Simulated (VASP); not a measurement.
# SnO2 (Pnnm) in VASP: a series of runs

The runs below take SnO2 through electric field gradients, with r2SCAN.

Everything below comes from runs of VASP 6.6.1. Logs are shortened: lines on timing, memory, paths and dates and some standing lists are left out, and cuts for length are marked.

## 1. The cell of the first run

It takes space group Pnnm (No. 58, orthorhombic). Conventional cell: a = 4.788 Å, b = 4.867 Å, c = 3.241 Å, α = 90.00°, β = 90.00°, γ = 90.00°. Sn (site symmetry 2/m) has 6 O at 2.09 Å within 2.8 Å. Within 2.8 Å of O (site symmetry m) lie 3 Sn at 2.09 Å and 1 O at 2.64 Å.

## 2. Electric field gradients, r2SCAN

Contents of POSCAR:

```
SnO2
1.0
    4.7880040000      0.0000000000      0.0000000000
    0.0000000000      4.8665820000      0.0000000000
    0.0000000000      0.0000000000      3.2408980000
Sn O
2 4
Direct
    0.5000000000      0.5000000000      0.5000000000
    0.0000000000      0.0000000000      0.0000000000
    0.3041715946      0.3089045848      0.0000000000
    0.8041715946      0.1910954152      0.5000000000
    0.1958284054      0.8089045848      0.5000000000
    0.6958284054      0.6910954152      0.0000000000
```

Contents of INCAR.step1:

```
SYSTEM = SnO2
ALGO = Normal ; EDIFF = 1E-4
ENCUT = 520 ; GGA = PE
ISMEAR = -1 ; LASPH = .TRUE.
LCHARG = .FALSE. ; LREAL = .FALSE.
LWAVE = .TRUE. ; NBANDS = 35
NELM = 60 ; PREC = Accurate
SIGMA = 0.01
```

Contents of INCAR.step2:

```
SYSTEM = SnO2
ALGO = Normal ; EDIFF = 1E-8
ENCUT = 520 ; ISIF = 2
ISMEAR = -1 ; ISTART = 1
LASPH = .TRUE. ; LCHARG = .FALSE.
LEFG = .TRUE. ; LMIXTAU = .TRUE.
LREAL = .FALSE. ; LWAVE = .FALSE.
METAGGA = R2SCAN ; NBANDS = 35
NELM = 60 ; PREC = Accurate
SIGMA = 0.01
```

Contents of KPOINTS:

```
k-points
0
G
  7 7 10
  0 0 0
```

Potentials or basis: VASP PAW PBE potentials, release 64 (Sn_d, O).

Run with:

```console
> cat potpaw_PBE.64/Sn_d/POTCAR potpaw_PBE.64/O/POTCAR > POTCAR
> cp INCAR.step1 INCAR
> mpirun -np 1 vasp_std > vasp.out
> cp INCAR.step2 INCAR
> mpirun -np 1 vasp_std > vasp.out
```

OUTCAR:

```text
SYSTEM = SnO2
   EDIFF = 1E-8
   ENCUT = 520
   ISIF = 2
   ISMEAR = -1
   ISTART = 1
   LASPH = .TRUE.
   LREAL = .FALSE.
   METAGGA = R2SCAN
   NELM = 60
   PREC = Accurate

 ion  position               nearest neighbor table
   1  0.500  0.500  0.500-   3 2.09   6 2.09   3 2.09   6 2.09   5 2.09   4 2.09
   2  0.000  0.000  0.000-   4 2.09   5 2.09   4 2.09   5 2.09   3 2.09   6 2.09
   3  0.304  0.309  0.000-   1 2.09   1 2.09   2 2.09
   4  0.804  0.191  0.500-   2 2.09   2 2.09   1 2.09
   5  0.196  0.809  0.500-   2 2.09   2 2.09   1 2.09
   6  0.696  0.691  0.000-   1 2.09   1 2.09   2 2.09

  LATTYP: Found a simple orthorhombic cell.
 ALAT       =     3.2408980000
 B/A-ratio  =     1.4773695439
 C/A-ratio  =     1.5016152930

  Lattice vectors:

 A1 = (   0.0000000000,   0.0000000000,   3.2408980000)
 A2 = (   4.7880040000,   0.0000000000,   0.0000000000)
 A3 = (   0.0000000000,   4.8665820000,   0.0000000000)

Analysis of symmetry for initial positions (statically):
=====================================================================
 Subroutine PRICEL returns:
 Original cell was already a primitive cell.

 Routine SETGRP: Setting up the symmetry group for a
 simple orthorhombic supercell.

 Subroutine GETGRP returns: Found  8 space group operations
 (whereof  4 operations were pure point group operations)
 out of a pool of  8 trial point group operations.

The static configuration has the point symmetry C_2h.
 The point group associated with its full space group is D_2h.

Analysis of symmetry for dynamics (positions and initial velocities):
=====================================================================
 Subroutine PRICEL returns:
 Original cell was already a primitive cell.

 Routine SETGRP: Setting up the symmetry group for a
 simple orthorhombic supercell.

 Subroutine GETGRP returns: Found  8 space group operations
 (whereof  4 operations were pure point group operations)
 out of a pool of  8 trial point group operations.

The dynamic configuration has the point symmetry C_2h.
 The point group associated with its full space group is D_2h.

 Subroutine INISYM returns: Found  8 space group operations
[... 157 lines left out ...]
 fundamental gap:      1.3381474446
 Fermi energy:         5.3131232232

 k-point     1 :       0.0000    0.0000    0.0000
  band No.  band energies     occupation
      1     -16.5731      2.00000
      2     -15.7666      2.00000
      3     -15.5329      2.00000
      4     -15.5329      2.00000
      5     -15.5145      2.00000
      6     -15.4560      2.00000
[... 901 lines left out ...]
     34      18.0886      0.00000
     35      18.1304      0.00000

 [... further k-points ...]

------------------------ aborting loop because EDIFF is reached ----------------------------------------

  FORCE on cell =-STRESS in cart. coord.  units (eV):
  Direction    XX          YY          ZZ          XY          YZ          ZX
  --------------------------------------------------------------------------------------
  -------------------------------------------------------------------------------------
  Total       -2.7095473     -3.3383404     -3.6672801      0.0000000      0.0000000      0.0000000
  in kB      -57.4861752    -70.8267456    -77.8055823      0.0000000      0.0000000      0.0000000
  external PRESSURE =     -68.7061677 kB  Pullay stress =       0.0000000 kB

 VOLUME and BASIS-vectors are now :
 -----------------------------------------------------------------------------
  energy-cutoff  :      520.00
  volume of cell :       75.52
      direct lattice vectors                 reciprocal lattice vectors
     4.788004000  0.000000000  0.000000000     0.208855298  0.000000000  0.000000000
     0.000000000  4.866582000  0.000000000     0.000000000  0.205483027  0.000000000
     0.000000000  0.000000000  3.240898000     0.000000000  0.000000000  0.308556456

 POSITION                                       TOTAL-FORCE (eV/Angst)
 -----------------------------------------------------------------------------------
      2.39400      2.43329      1.62045         0.000000      0.000000      0.000000
      0.00000      0.00000      0.00000         0.000000      0.000000      0.000000
      1.45637      1.50331      0.00000         0.017669      0.007705      0.000000
      3.85038      0.92998      1.62045         0.017669     -0.007705      0.000000
      0.93763      3.93660      1.62045        -0.017669      0.007705      0.000000
      3.33163      3.36327      0.00000        -0.017669     -0.007705      0.000000
 -----------------------------------------------------------------------------------
    total drift:                                0.000000      0.000000      0.000000

  FREE ENERGIE OF THE ION-ELECTRON SYSTEM (eV)
  ---------------------------------------------------
  free  energy   TOTEN  =       -84.5756961696 eV

  energy  without entropy=      -84.5756961696  energy(sigma->0) =      -84.57569617

 Electric field gradients (V/A^2)
---------------------------------------------------------------------
 ion       V_xx      V_yy      V_zz      V_xy      V_xz      V_yz
---------------------------------------------------------------------
   1      29.928    23.353   -53.281    19.108     0.000     0.000
   2      29.928    23.353   -53.281   -19.108     0.000    -0.000
   3     -27.330   -22.077    49.408    85.468     0.000     0.000
   4     -27.330   -22.077    49.408   -85.468     0.000     0.000
   5     -27.330   -22.077    49.408   -85.468    -0.000     0.000
   6     -27.330   -22.077    49.408    85.468    -0.000    -0.000
---------------------------------------------------------------------

 Electric field gradients after diagonalization (V/A^2)
 (convention: |V_zz| > |V_xx| > |V_yy|)
----------------------------------------------------------------------
 ion       V_xx      V_yy      V_zz     asymmetry (V_yy - V_xx)/ V_zz
----------------------------------------------------------------------
   1      46.029     7.252   -53.281       0.728
   2      46.029     7.252   -53.281       0.728
   3      60.805    49.408  -110.213       0.103
   4      60.805    49.408  -110.213       0.103
   5      60.805    49.408  -110.213       0.103
   6      60.805    49.408  -110.213       0.103
----------------------------------------------------------------------

           NMR quadrupolar parameters

 Cq : quadrupolar parameter    Cq=e*Q*V_zz/h
 eta: asymmetry parameters     (V_yy - V_xx)/ V_zz
 Q  : nuclear electric quadrupole moment in mb (millibarn)
----------------------------------------------------------------------
 ion       Cq(MHz)       eta       Q (mb)
----------------------------------------------------------------------
   1      -0.129       0.728       1.000
   2      -0.129       0.728       1.000
   3      -0.266       0.103       1.000
   4      -0.266       0.103       1.000
   5      -0.266       0.103       1.000
   6      -0.266       0.103       1.000
----------------------------------------------------------------------
```

OUTCAR.step1:

```text
SYSTEM = SnO2
   EDIFF = 1E-4
   ENCUT = 520
   GGA = PE
   ISMEAR = -1
   LASPH = .TRUE.
   LREAL = .FALSE.
   NELM = 60
[... 1150 lines left out ...]
      3.85038      0.92998      1.62045        -0.006610      0.006704      0.000000
      0.93763      3.93660      1.62045         0.006610     -0.006704      0.000000
      3.33163      3.36327      0.00000         0.006610      0.006704      0.000000
 -----------------------------------------------------------------------------------
    total drift:                                0.000000      0.000000      0.000000

  FREE ENERGIE OF THE ION-ELECTRON SYSTEM (eV)
  ---------------------------------------------------
  free  energy   TOTEN  =       -37.3093776581 eV

  energy  without entropy=      -37.3093776581  energy(sigma->0) =      -37.30937766
```

Run time: 29 min. Hardware: 1 thread of Oxide Virtual Turin-like, shared host; peak memory 0.28 GiB.

Results:

- Free energy: -84.5757 eV
- Pressure: -6.9 GPa
- Largest force: 0.019 eV/Å
- Band gap on the k mesh: 1.34 eV
- Largest electric field gradient by atom: Sn -53.3; O -110.2 V/Å²

Forces in eV/Å, atoms in the order of the input:
```
Sn   0.000  0.000  0.000
Sn   0.000  0.000  0.000
O    0.018  0.008  0.000
O    0.018 -0.008  0.000
O   -0.018  0.008  0.000
O   -0.018 -0.008  0.000
```

Electric field gradients, principal values (V/Å²):
```
atom   least  middle  greatest (by size)
1 Sn   7.252  46.029             -53.281
2 Sn   7.252  46.029             -53.281
 3 O  49.408  60.805            -110.213
 4 O  49.408  60.805            -110.213
 5 O  49.408  60.805            -110.213
 6 O  49.408  60.805            -110.213
```

Caveat: the cell stands under tension; without QUAD_EFG the Cq values of the log hold for a quadrupole moment of 1 mb, not for the nuclei; the PAW data sets were made with another functional, which shifts forces and pressure a little; spin-orbit coupling is left out, which moves the levels of the heavy elements.

## 3. Electric field gradients, r2SCAN

Contents of POSCAR:

```
SnO2
1.0
    4.7880040000      0.0000000000      0.0000000000
    0.0000000000      4.8665820000      0.0000000000
    0.0000000000      0.0000000000      3.2408980000
Sn O
2 4
Direct
    0.5000000000      0.5000000000      0.5000000000
    0.0000000000      0.0000000000      0.0000000000
    0.2918550000      0.3210420000      0.0000000000
    0.7918550000      0.1789580000      0.5000000000
    0.2081450000      0.8210420000      0.5000000000
    0.7081450000      0.6789580000      0.0000000000
```

Contents of INCAR.step1:

```
ALGO = Normal
EDIFF = 1E-4
ENCUT = 520
GGA = PE
ISMEAR = -1
LASPH = T
LCHARG = F
LREAL = F
LWAVE = T
NBANDS = 35
NELM = 80
PREC = Accurate
SIGMA = 0.01
```

Contents of INCAR.step2:

```
ALGO = Normal
EDIFF = 1E-8
ENCUT = 520
ISIF = 2
ISMEAR = -1
ISTART = 1
LASPH = T
LCHARG = F
LEFG = T
LMIXTAU = T
LREAL = F
LWAVE = F
METAGGA = R2SCAN
NBANDS = 35
NELM = 80
PREC = Accurate
SIGMA = 0.01
```

Contents of KPOINTS:

```
k-points
0
Gamma
  7 7 10
```

Potentials or basis: VASP PAW PBE potentials, release 64 (Sn_d, O).

Run with:

```console
> cat potpaw_PBE.64/Sn_d/POTCAR potpaw_PBE.64/O/POTCAR > POTCAR
> cp INCAR.step1 INCAR
> mpirun -np 1 vasp_std > vasp.out
> cp INCAR.step2 INCAR
> mpirun -np 1 vasp_std > vasp.out
```

OUTCAR:

```text
EDIFF = 1E-8
   ENCUT = 520
   ISIF = 2
   ISMEAR = -1
   ISTART = 1
   LASPH = T
   LREAL = F
   METAGGA = R2SCAN
   NELM = 80
   PREC = Accurate

 ion  position               nearest neighbor table
   1  0.500  0.500  0.500-   3 2.09   6 2.09   3 2.09   6 2.09   5 2.10   4 2.10
   2  0.000  0.000  0.000-   4 2.09   5 2.09   4 2.09   5 2.09   3 2.10   6 2.10
   3  0.292  0.321  0.000-   1 2.09   1 2.09   2 2.10
   4  0.792  0.179  0.500-   2 2.09   2 2.09   1 2.10
   5  0.208  0.821  0.500-   2 2.09   2 2.09   1 2.10
   6  0.708  0.679  0.000-   1 2.09   1 2.09   2 2.10

  LATTYP: Found a simple orthorhombic cell.
 ALAT       =     3.2408980000
 B/A-ratio  =     1.4773695439
[... 1155 lines left out ...]
   3     -24.907   -24.470    49.377    85.459    -0.000    -0.000
   4     -24.907   -24.470    49.377   -85.459    -0.000    -0.000
   5     -24.907   -24.470    49.377   -85.459     0.000    -0.000
   6     -24.907   -24.470    49.377    85.459     0.000     0.000
---------------------------------------------------------------------

 Electric field gradients after diagonalization (V/A^2)
 (convention: |V_zz| > |V_xx| > |V_yy|)
----------------------------------------------------------------------
 ion       V_xx      V_yy      V_zz     asymmetry (V_yy - V_xx)/ V_zz
----------------------------------------------------------------------
   1      45.186     8.331   -53.517       0.689
   2      45.186     8.331   -53.517       0.689
   3      60.771    49.377  -110.148       0.103
   4      60.771    49.377  -110.148       0.103
   5      60.771    49.377  -110.148       0.103
   6      60.771    49.377  -110.148       0.103
----------------------------------------------------------------------

           NMR quadrupolar parameters

 Cq : quadrupolar parameter    Cq=e*Q*V_zz/h
 eta: asymmetry parameters     (V_yy - V_xx)/ V_zz
 Q  : nuclear electric quadrupole moment in mb (millibarn)
----------------------------------------------------------------------
 ion       Cq(MHz)       eta       Q (mb)
----------------------------------------------------------------------
   1      -0.129       0.689       1.000
   2      -0.129       0.689       1.000
   3      -0.266       0.103       1.000
   4      -0.266       0.103       1.000
   5      -0.266       0.103       1.000
   6      -0.266       0.103       1.000
----------------------------------------------------------------------
```

OUTCAR.step1:

```text
EDIFF = 1E-4
   ENCUT = 520
   GGA = PE
   ISMEAR = -1
   LASPH = T
[... 1151 lines left out ...]
      1.39740      1.56238      0.00000         0.046535     -0.047460      0.000000
      3.79140      0.87091      1.62045         0.046535      0.047460      0.000000
      0.99660      3.99567      1.62045        -0.046535     -0.047460     -0.000000
      3.39060      3.30420      0.00000        -0.046535      0.047460     -0.000000
 -----------------------------------------------------------------------------------
    total drift:                                0.000000      0.000000      0.000000

  FREE ENERGIE OF THE ION-ELECTRON SYSTEM (eV)
  ---------------------------------------------------
  free  energy   TOTEN  =       -37.2988803031 eV

  energy  without entropy=      -37.2988803031  energy(sigma->0) =      -37.29888030
```

Run time: 25 min. Hardware: 1 thread of Oxide Virtual Turin-like, shared host; peak memory 0.28 GiB.

Results:

```
Free energy                             : -84.5561 eV
Pressure                                : -7.3 GPa
Largest force                           : 0.118 eV/Å
Band gap on the k mesh                  : 1.42 eV
Largest electric field gradient by atom : Sn -53.5; O -110.1 V/Å²
```

Forces on the atoms (eV/Å):
```
Sn   0.000  0.000  0.000
Sn   0.000  0.000  0.000
O    0.102 -0.060  0.000
O    0.102  0.060  0.000
O   -0.102 -0.060  0.000
O   -0.102  0.060  0.000
```

Electric field gradients, principal values (V/Å²):
```tsv
atom	least	middle	greatest (by size)
1 Sn	8.331	45.186	-53.517
2 Sn	8.331	45.186	-53.517
3 O	49.377	60.771	-110.148
4 O	49.377	60.771	-110.148
5 O	49.377	60.771	-110.148
6 O	49.377	60.771	-110.148
```

Caveat: the cell stands under tension; without QUAD_EFG the Cq values of the log hold for a quadrupole moment of 1 mb, not for the nuclei; the PAW data sets were made with another functional, which shifts forces and pressure a little; spin-orbit coupling is left out, which moves the levels of the heavy elements.
